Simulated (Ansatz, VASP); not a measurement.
Eu: VASP beside Ansatz

```
Eu
1.0
    -2.20042    2.20042    2.20042
     2.20042   -2.20042    2.20042
     2.20042    2.20042   -2.20042
Eu
1
Direct
  0.00000 0.00000 0.00000
```

Alike in both runs: task single point; functional r2SCAN; k mesh 14 × 14 × 14; occupations gaussian, width 0.05 eV; collinear spin.

```csv
,VASP,Ansatz
version,VASP 6.6.1,Ansatz 0.2.0
potentials or method,"VASP PAW PBE potentials, release 64 (Eu), cutoff 800 eV","scalar-relativistic, plane waves, PAW"
valence electrons in the cell,17,17
```

|  | VASP | Ansatz | Ansatz less VASP |
| --- | --- | --- | --- |
| gap on the k mesh at the Fermi level (eV) | none | none | - |
| pressure (GPa) | 0.3 | 0.6 | +0.28 |
| net moment per atom (μB) | 7.77 | 7.79 | +0.013 |
| size of the moment on the site where the two differ most (μB) | 6.71 | 7.27 | +0.559 |

VASP's potentials were made for PBE, not for r2SCAN. Site moments also hang on the region over which each program counts them. A gap of «none» marks a metal or a gap that the smearing closes. Ansatz's warnings: given moment on shells, stability check not made.

Spin-orbit coupling is off throughout.
